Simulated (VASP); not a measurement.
# Ru (Fm-3m) in VASP: further runs, part 2 of 2

VASP 6.6.1.

**3. Relaxation of cell and atoms, PBE**

This run uses another cell than the first one, of 13.62 Å³/atom, 0.985 times its volume.

The input, INCAR:

```
  PREC = Accurate
  ENCUT = 600
  EDIFF = 1E-7
  ISMEAR = 0
  SIGMA = 0.1
  LREAL = False
  LASPH = True
  NELM = 100
  ALGO = Fast
  ISIF = 3
  LWAVE = False
  LCHARG = False
  GGA = PE
  IBRION = 2
  NSW = 100
  EDIFFG = -0.005
```

The input, KPOINTS:

```
Automatic mesh
0
Gamma
  18 18 18
```

The input, POSCAR:

```
Ru
1.0
    0.0000000000      1.8956891339      1.8956891339
    1.8956891339      0.0000000000      1.8956891339
    1.8956891339      1.8956891339      0.0000000000
Ru
1
Direct
    0.0000000000      0.0000000000      0.0000000000
```

Potentials or basis: VASP PAW PBE potentials, release 64 (Ru_pv).

Launch:

```
cat potpaw_PBE.64/Ru_pv/POTCAR > POTCAR
mpirun -np 1 vasp_std > vasp.out
```

OUTCAR:

```text
PREC = Accurate
   ENCUT = 600
   EDIFF = 1E-7
   ISMEAR = 0
   LREAL = False
   LASPH = True
   NELM = 100
   ISIF = 3
   GGA = PE
   IBRION = 2
   NSW = 100
   EDIFFG = -0.005

 ion  position               nearest neighbor table
   1  0.000  0.000  0.000-

  LATTYP: Found a face centered cubic cell.
 ALAT       =     3.7913782678

  Lattice vectors:

 A1 = (   0.0000000000,   1.8956891339,   1.8956891339)
 A2 = (   1.8956891339,   0.0000000000,   1.8956891339)
 A3 = (   1.8956891339,   1.8956891339,   0.0000000000)

Analysis of symmetry for initial positions (statically):
=====================================================================
 Subroutine PRICEL returns:
 Original cell was already a primitive cell.

 Routine SETGRP: Setting up the symmetry group for a
 face centered cubic supercell.

 Subroutine GETGRP returns: Found 48 space group operations
 (whereof 48 operations were pure point group operations)
 out of a pool of 48 trial point group operations.

The static configuration has the point symmetry O_h .

Analysis of symmetry for dynamics (positions and initial velocities):
=====================================================================
 Subroutine PRICEL returns:
 Original cell was already a primitive cell.

 Routine SETGRP: Setting up the symmetry group for a
 face centered cubic supercell.

 Subroutine GETGRP returns: Found 48 space group operations
 (whereof 48 operations were pure point group operations)
 out of a pool of 48 trial point group operations.

The dynamic configuration has the point symmetry O_h .

 Subroutine INISYM returns: Found 48 space group operations
 (whereof 48 operations are pure point group operations),
 and found     1 'primitive' translations

----------------------------------------------------------------------------------------

                                     Primitive cell

  volume of cell :      13.6248

  direct lattice vectors                    reciprocal lattice vectors
     0.000000000  1.895689134  1.895689134    -0.263756325  0.263756325  0.263756325
     1.895689134  0.000000000  1.895689134     0.263756325 -0.263756325  0.263756325
     1.895689134  1.895689134  0.000000000     0.263756325  0.263756325 -0.263756325

  length of vectors
     2.680909283  2.680909283  2.680909283     0.456839356  0.456839356  0.456839356

  position of ions in fractional coordinates (direct lattice)
     0.000000000  0.000000000  0.000000000

  ion indices of the primitive-cell ions
   primitive index   ion index
                 1           1

----------------------------------------------------------------------------------------

 KPOINTS: Automatic mesh

Automatic generation of k-mesh.
 Grid dimensions read from file:
 generate k-points for:   18   18   18

 Generating k-lattice:

  Cartesian coordinates                     Fractional coordinates (reciprocal lattice)
    -0.014653129  0.014653129  0.014653129     0.055555556  0.000000000  0.000000000
     0.014653129 -0.014653129  0.014653129     0.000000000  0.055555556  0.000000000
[... 42 lines left out ...]
   total plane-waves  NPLWV =  13824
   dimension x,y,z NGX =    24 NGY =   24 NGZ =   24
   dimension x,y,z NGXF=    48 NGYF=   48 NGZF=   48
   ions per type =               1
   NGX,Y,Z   is equivalent  to a cutoff of  14.88, 14.88, 14.88 a.u.
   NGXF,Y,Z  is equivalent  to a cutoff of  29.77, 29.77, 29.77 a.u.
 SYSTEM =  unknown system
   PREC   = accura    normal or accurate (medium, high low for compatibility)
   ISTART =      0    job   : 0-new  1-cont  2-samecut
   ICHARG =      2    charge: 1-file 2-atom 10-const
   ISPIN  =      1    spin polarized calculation?
   LNONCOLLINEAR =      F non collinear calculations
   LSORBIT =      F    spin-orbit coupling
   LASPH  =      T    aspherical Exc in radial PAW
   ENCUT  =  600.0 eV  44.10 Ry    6.64 a.u.   5.35  5.35  5.35*2*pi/ulx,y,z
   NELM   =    100;   NELMIN=  2; NELMDL= -5     # of ELM steps
   EDIFF  = 0.1E-06   stopping-criterion for ELM
   LREAL  =      F    real-space projection
   EDIFFG = -.5E-02   stopping-criterion for IOM
   NSW    =    100    number of steps for IOM
   IBRION =      2    ionic relax: 0-MD 1-quasi-New 2-CG
   NFREE  =      1    steps in history (QN), initial steepest desc. (CG)
   ISIF   =      3    stress and relaxation
   ISYM   =      2    0-nonsym 1-usesym 2-fastsym
   POTIM  = 0.5000    time-step for ionic-motion
   TEBEG  =    0.0;   TEEND  =   0.0 temperature during run
   PSTRESS=    0.0 pullay stress
   NELECT =      14.0000    total number of electrons
   NUPDOWN=      -1.0000    fix difference up-down
   EMIN   =  10.00;   EMAX   =-10.00  energy-range for DOS
   EFERMI =   0.00;   METHOD = LEGACY
   ISMEAR =     0;   SIGMA  =   0.10  broadening in eV -4-tet -1-fermi 0-gaus
   EFERMI_NEDOS =   21; number of points for ismear=-14 and -15
   IALGO  =     68    algorithm
   IMIX   =      4    mixing-type and parameters
     AMIX     =   0.40;   BMIX     =  1.00
     AMIX_MAG =   1.60;   BMIX_MAG =  1.00
  volume/ion in A,a.u.               =      13.62        91.94
  Fermi-wavevector in a.u.,A,eV,Ry     =   1.651989  3.121806 37.131204  2.729066
  Thomas-Fermi vector in A             =   2.740674
   LORBIT       =      0    0 simple, 1 ext, 2 COOP (PROOUT), +10 PAW based schemes
   GGA     = PE    functional components
   LHFCALC =     F    Hartree Fock is set to
   AEXX    =    0.0000 exact exchange contribution
   IVDW    =     0    specifies the selected vdW correction
   LEPSILON=     F    determine dielectric tensor
   LRPA    =     F    only Hartree local field effects (RPA)
 conjugate gradient relaxation of ions
 non-spin polarized calculation
 RMM-DIIS sequential band-by-band and
 Gauss-broadening in eV      SIGMA  =   0.10
  energy-cutoff  :      600.00
  volume of cell :       13.62
 maximum number of plane-waves:       469
 NGX is ok and might be reduce to    24
   NGX = 11   NGY = 11   NGZ = 11

--------------------------------------- Ionic step        1  -------------------------------------------

 number of electron      14.0000002 magnetization

 Free energy of the ion-electron system (eV)
  ---------------------------------------------------
  ext. energy  EPLUGINS =         0.00000000
  ---------------------------------------------------
  free energy    TOTEN  =        -9.12295978 eV

  energy without entropy =       -9.11803637  energy(sigma->0) =       -9.12049808

------------------------ aborting loop because EDIFF is reached ----------------------------------------

  FORCE on cell =-STRESS in cart. coord.  units (eV):
  Direction    XX          YY          ZZ          XY          YZ          ZX
  --------------------------------------------------------------------------------------
  -------------------------------------------------------------------------------------
  Total        0.3929172      0.3929172      0.3929172     -0.0000000     -0.0000000      0.0000000
  in kB       46.2040758     46.2040758     46.2040758     -0.0000000     -0.0000000      0.0000000
  external PRESSURE =      46.2040758 kB  Pullay stress =       0.0000000 kB
[... 92 lines left out ...]
--------------------------------------- Ionic step        4  -------------------------------------------

 number of electron      14.0000000 magnetization

 Free energy of the ion-electron system (eV)
  ---------------------------------------------------
  ext. energy  EPLUGINS =         0.00000000
  ---------------------------------------------------
  free energy    TOTEN  =        -9.12574445 eV

  energy without entropy =       -9.12066043  energy(sigma->0) =       -9.12320244

 E-fermi :  12.3977     XC(G=0): -14.0070

 val. band max:       12.3818575044   @ k =   0.3333   0.2778   0.0000
 cond. band min:      12.4045250525   @ k =   0.1667   0.0556   0.0000
 fundamental gap:      0.0226675481
 Fermi energy:        12.3977437324

 k-point     1 :       0.0000    0.0000    0.0000
  band No.  band energies     occupation
      1     -29.9890      2.00000
      2     -29.9890      2.00000
      3     -29.9890      2.00000
      4       4.6331      2.00000
      5       9.9241      2.00000
      6       9.9241      2.00000
      7       9.9241      2.00000
      8      12.3066      1.80265
      9      12.3066      1.80265
     10      23.0010      0.00000
     11      27.5048      0.00000
[... 309 lines left out ...]
 k-point    24 :      -0.2222    0.0556    0.0000
  band No.  band energies     occupation
      1     -30.4781      2.00000
      2     -30.0870      2.00000
      3     -30.0429      2.00000
      4       6.5170      2.00000
      5       9.4622      2.00000
      6      10.3381      2.00000
      7      10.4085      2.00000
      8      12.0537      2.00000
      9      12.8423      0.00000
     10      23.0009      0.00000
     11      27.8729      0.00000

 [... further k-points ...]
[... 5 lines left out ...]
  --------------------------------------------------------------------------------------
  -------------------------------------------------------------------------------------
  Total        0.0035430      0.0035430      0.0035430      0.0000000      0.0000000      0.0000000
  in kB        0.4107035      0.4107035      0.4107035      0.0000000      0.0000000      0.0000000
  external PRESSURE =       0.4107035 kB  Pullay stress =       0.0000000 kB
[... 16 lines left out ...]
  FREE ENERGIE OF THE ION-ELECTRON SYSTEM (eV)
  ---------------------------------------------------
  free  energy   TOTEN  =        -9.1257444538 eV

  energy  without entropy=       -9.1206604349  energy(sigma->0) =       -9.12320244

 reached required accuracy - stopping structural energy minimisation
```

OSZICAR:

```text
N       E                     dE             d eps       ncg     rms          rms(c)
DAV:   1     0.112342094281E+03    0.11234E+03   -0.95595E+03  4290   0.151E+03
DAV:   2    -0.837708474361E+01   -0.12072E+03   -0.11661E+03  4422   0.376E+02
[... 37 lines left out ...]
   3 F= -.91257438E+01 E0= -.91232001E+01  d E =-.278400E-02
       N       E                     dE             d eps       ncg     rms          rms(c)
DAV:   1    -0.912576427393E+01   -0.20520E-04   -0.37881E-04  4749   0.290E-01    0.364E-02
RMM:   2    -0.912574371344E+01    0.20560E-04   -0.47361E-05  4290   0.776E-02    0.610E-03
RMM:   3    -0.912574366826E+01    0.45177E-07   -0.43898E-06  4278   0.214E-02    0.369E-03
RMM:   4    -0.912574447464E+01   -0.80638E-06   -0.45441E-07  3938   0.872E-03    0.973E-04
RMM:   5    -0.912574445383E+01    0.20811E-07   -0.12524E-07  2566   0.475E-03
   4 F= -.91257445E+01 E0= -.91232024E+01  d E =-.278467E-02
```

Run time: 36 s. Hardware: 1 thread of Intel Xeon 6975P-C (Granite Rapids), shared host; peak memory 0.17 GiB.

Results:

```yaml
Free_energy: -9.1257 eV
Relaxed_volume: 13.82 Å³/atom
Relaxed_cell: a = 2.694 Å, b = 2.694 Å, c = 2.694 Å, α = 60.00°, β = 60.00°, γ = 60.00°
Space_group_after_relaxing_to_0.05_Å: Fm-3m (No. 225)
Energy_gained_by_relaxing: 2.8 meV/atom
Ionic_steps: 4
Pressure_after_relaxing: 0.0 GPa
Band_gap_on_the_k_mesh: zero (band 7 reaches 14.63 eV, above the bottom of band 8 at 11.29 eV)
```

Step by step:
| step | energy change (eV) | largest force (eV/Å) | pressure (GPa) | volume (Å³) |
| --- | --- | --- | --- | --- |
| 1 | 0.0000 | 0.0000 | 4.62 | 13.62 |
| 2 | 0.0197 | 0.0000 | -11.62 | 14.41 |
| 3 | -0.0028 | 0.0000 | -0.09 | 13.83 |
| 4 | -0.0028 | 0.0000 | 0.04 | 13.82 |

Final structure:
```
Ru
1.0
     0.00000    1.90476    1.90476
     1.90476    0.00000    1.90476
     1.90476    1.90476    0.00000
Ru
1
Direct
  0.00000 0.00000 0.00000
```
